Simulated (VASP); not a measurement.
A run of VASP 6.6.1:

File INCAR:

```
SYSTEM = W
PREC = Accurate ; ENCUT = 520
EDIFF = 1E-8 ; ISMEAR = -1
SIGMA = 0.05 ; LREAL = .FALSE.
LASPH = .TRUE. ; NELM = 80
ALGO = Normal ; ISIF = 2
LWAVE = .FALSE. ; LCHARG = .FALSE.
GGA = PS ; LEFG = .TRUE.
NBANDS = 13
```

File KPOINTS:

```
regular mesh
0
G
  14 14 14
  0 0 0
```

File POSCAR:

```
W
1.0
    0.0000000000      2.0025642044      2.0025642044
    2.0025642044      0.0000000000      2.0025642044
    2.0025642044      2.0025642044      0.0000000000
W
1
Direct
    0.0000000000      0.0000000000      0.0000000000
```

Potentials or basis: VASP PAW PBE potentials, release 64 (W_sv).

Command:

```sh
$ cat potpaw_PBE.64/W_sv/POTCAR > POTCAR
$ mpirun -np 1 vasp_std > vasp.out
```

Hardware: 1 thread of Intel Xeon 8259CL, on a shared host.

Question: Estimate the wall time of this run.

Answer: Run time: 24 s on 1 thread of Intel Xeon 8259CL (shared host), peak memory 0.15 GiB. Counts: scf iterations 13, k points 104.
